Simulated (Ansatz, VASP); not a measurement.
# In3SbAs2 in VASP and in Ansatz

```
In Sb As
1.0
     4.17486    0.00000    0.00000
    -2.08743    3.61553    0.00000
     0.00000    0.00000   10.22628
In Sb As
3 1 2
Direct
  0.00000 0.00000 0.00000
  0.33333 0.66667 0.66667
  0.66667 0.33333 0.33333
  0.00000 0.00000 0.25000
  0.33333 0.66667 0.91667
  0.66667 0.33333 0.58333
```

Alike in both runs: task single point; functional PBE; k mesh 6 × 6 × 2; occupations gaussian, width 0.1 eV; no spin polarisation.

|  | VASP | Ansatz |
| --- | --- | --- |
| version | VASP 6.6.1 | Ansatz 0.2.0 |
| potentials or method | VASP PAW PBE potentials, release 64 (In_d, Sb, As), cutoff 520 eV | scalar-relativistic, plane waves, PAW |
| valence electrons in the cell | 54 | 84 |

```csv
,VASP,Ansatz,Ansatz less VASP
gap on the k mesh at the Fermi level (eV),0.25,0.25,0.000
least direct gap on the mesh (eV),0.25,0.25,0.000
pressure (GPa),16.3,16.2,-0.09
"traceless stress, the component that is largest in VASP (GPa)",-0.28,-0.28,+0.001
rms of the force components (eV/Å),0.526,0.531,+0.0050
```

Atom by atom the forces differ by 0.005 eV/Å (rms over components). VASP's potentials hold 54 valence electrons a cell and Ansatz's 84, so a difference there can come from the potentials and not from the codes.

Spin-orbit coupling is off throughout.
